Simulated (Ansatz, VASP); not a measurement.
## TiAl3: VASP beside Ansatz

```
Ti Al
1.0
    -1.90777    1.90777    4.27700
     1.90777   -1.90777    4.27700
     1.90777    1.90777   -4.27700
Ti Al
1 3
Direct
  0.00000 0.00000 0.00000
  0.50146 0.50146 0.00000
  0.75000 0.25000 0.50000
  0.25000 0.75000 0.50000
```

Alike in both runs: task single point; functional PBEsol; k mesh 18 × 18 × 18; occupations gaussian, width 0.15 eV; no spin polarisation.

|  | VASP | Ansatz |
| --- | --- | --- |
| version | VASP 6.6.1 | Ansatz 0.2.0 |
| potentials or method | VASP PAW PBE potentials, release 64 (Ti_sv, Al), cutoff 520 eV | scalar-relativistic, plane waves, PAW |
| valence electrons in the cell | 21 | 21 |

```csv
,VASP,Ansatz,Ansatz less VASP
gap on the k mesh at the Fermi level (eV),none,none,-
pressure (GPa),0.1,0.0,-0.10
"traceless stress, the component that is largest in VASP (GPa)",-0.09,-0.07,+0.017
rms of the force components (eV/Å),0.019,0.019,-0.0001
```

VASP's potentials were made for PBE, not for PBEsol. Atom by atom the forces differ by 0.000 eV/Å (rms over components). A gap of «none» marks a metal or a gap that the smearing closes. The functional is the same, so the differences come from potentials, cutoffs and numerics.
